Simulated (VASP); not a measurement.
Runs of VASP 6.6.1 on HfO2. The structure is that of space group Fm-3m (No. 225), or close to it. The cells are those of the table. 

```csv
cell,gap on the mesh (eV),pressure (GPa)
"a = 3.680 Å, angles 60.0°, 3 atoms",3.59,-19.3
"a = 3.518 Å, angles 60.0°, 3 atoms",(a),12.8
"a = 3.617 Å, angles 60.0°, 3 atoms",3.73,(c)
"a = 3.711 Å, angles 60.0°, 3 atoms",3.52,-23.3
"a = 3.551 Å, angles 60.0°, 3 atoms",3.88,(b)
"a = 3.649 Å, angles 60.0°, 3 atoms",3.66,(d)
"a = 3.584 Å, angles 60.0°, 3 atoms",3.80,-2.9
```

Alike in all rows: task single point; level PBE+D4; potentials or basis VASP PAW PBE potentials, release 64 (Hf_pv, O); no spin polarisation; k mesh 6 × 6 × 6; cutoff (eV) 520; smearing gaussian 0.01 eV.

Fill in the values left out.

(a) 3.95; (b) 4.4; (c) -9.2; (d) -14.6.

Caveats: spin-orbit coupling is left out, which moves the levels of the heavy elements.

A k mesh can miss the band edges, and the runs leave out spin-orbit coupling on Hf.
